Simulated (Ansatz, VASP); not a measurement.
Two plane-wave programs on Pd

INCAR

```
SYSTEM = Pd
PREC = Accurate
ENCUT = 520
EDIFF = 1E-6
ISMEAR = 0
SIGMA = 0.15
LREAL = .False.
LASPH = .True.
NELM = 60
ALGO = Fast
ISIF = 2
LWAVE = .False.
LCHARG = .True.
GGA = PE
LELF = .True.
LVHAR = .True.
NBANDS = 11
```

Contents of KPOINTS:

```
Automatic mesh
0
Gamma
  20 20 20
  0 0 0
```

POSCAR

```
Pd
1.0
    0.0000000000      1.7893080000      1.9449000000
    1.7893080000      0.0000000000      1.9449000000
    1.7893080000      1.7893080000      0.0000000000
Pd
1
Direct
    0.0000000000      0.0000000000      0.0000000000
```

Input for Ansatz:

```yaml
crystal:
  lattice:
    - [0.0, 1.789308, 1.9449]
    - [1.789308, 0.0, 1.9449]
    - [1.789308, 1.789308, 0.0]
  atoms:
    - { symbol: Pd, position: [0.0, 0.0, 0.0] }
basis:
  ecutwfc: 420
kpoints:
  mp_grid: { grid: [20, 20, 20] }
hamiltonian:
  xc: pbe
scf:
  occupations: { method: gaussian, width: 0.15 }
output:
  forces: true
  stress: true
  eigenvalues: true
```

Change from the starting cell: strain -0.080 along x and y, +0.000 along z, atoms carried along.

Alike in both runs: task single point; functional PBE; k mesh 20 × 20 × 20; occupations gaussian, width 0.15 eV; no spin polarisation.

```csv
,VASP,Ansatz
version,VASP 6.6.1,Ansatz 0.2.0
potentials or method,"VASP PAW PBE potentials, release 64 (Pd), cutoff 520 eV","scalar-relativistic, plane waves, PAW"
valence electrons in the cell,10,18
```

```csv
,VASP,Ansatz,Ansatz less VASP
gap on the k mesh at the Fermi level (eV),none,none,-
pressure (GPa),61.5,62.2,+0.64
"traceless stress, the component that is largest in VASP (GPa)",-8.03,-8.15,-0.120
```

A gap of «none» marks a metal or a gap that the smearing closes. Both programs put the cell under a high pressure, so it lies far from rest at this level. With one functional, cell and mesh, what is left measures potentials, basis and numerics. VASP's potentials hold 10 valence electrons a cell and Ansatz's 18, so a difference there can come from the potentials and not from the codes.

Noted on VASP's run: the cell as given lies far from equilibrium.
